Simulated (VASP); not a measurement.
Wanted: the native input for a VASP 6.6.1 run.

| Property | Result |
| --- | --- |
| Task | single point |
| Functional | r2SCAN |
| Potentials or basis | VASP PAW PBE potentials, release 64 (Pt) |
| Cutoff | 520 eV |
| k mesh | 14 × 14 × 14 |
| Occupations | gaussian, width 0.01 eV |
| Spin | no spin polarisation |
| Dipole correction | no |
| Further INCAR settings | ALGO = Normal; EDIFF = 1e-06; NBANDS = 11 |

Crystal: Pt.

```
Pt
1.0
     0.00000    1.97058    1.97058
     1.97058    0.00000    1.97058
     1.97058    1.97058    0.00000
Pt
1
Direct
  0.00000 0.00000 0.00000
```

These files were run (other wordings do the same):

POSCAR

```
Pt
1.0
    0.0000000000      1.9705765473      1.9705765473
    1.9705765473      0.0000000000      1.9705765473
    1.9705765473      1.9705765473      0.0000000000
Pt
1
Direct
    0.0000000000      0.0000000000      0.0000000000
```

INCAR.step1

```
SYSTEM = Pt
PREC = Accurate ; ENCUT = 520
ISMEAR = 0 ; SIGMA = 0.01
LREAL = .False. ; LASPH = .True.
NELM = 80 ; NBANDS = 11
GGA = PE ; ALGO = Normal
EDIFF = 1E-4 ; LWAVE = .True.
LCHARG = .False.
```

INCAR.step2

```
SYSTEM = Pt
PREC = Accurate ; ENCUT = 520
EDIFF = 1E-6 ; ISMEAR = 0
SIGMA = 0.01 ; LREAL = .False.
LASPH = .True. ; NELM = 80
ALGO = Normal ; ISIF = 2
LWAVE = .False. ; LCHARG = .False.
METAGGA = R2SCAN ; LMIXTAU = .True.
NBANDS = 11 ; ISTART = 1
```

KPOINTS

```
regular mesh
0
Gamma
  14 14 14
  0 0 0
```

Potentials or basis: VASP PAW PBE potentials, release 64 (Pt).

Run with:

```bash
$ cat potpaw_PBE.64/Pt/POTCAR > POTCAR
$ cp INCAR.step1 INCAR
$ mpirun -np 1 vasp_std > vasp.out
$ cp INCAR.step2 INCAR
$ mpirun -np 1 vasp_std > vasp.out
```

Results of the run:

```yaml
Pressure: 0.2 GPa
Band_gap_on_the_k_mesh: zero (band 5 reaches 11.24 eV, above the bottom of band 6 at 8.92 eV)
```

Caveat: the PAW data sets were made with another functional, which shifts forces and pressure a little; spin-orbit coupling is left out, which moves the levels of the heavy elements.

Run time: 2.4 min on 1 thread of AMD EPYC 9R45, on a shared host, peak memory 0.13 GiB.
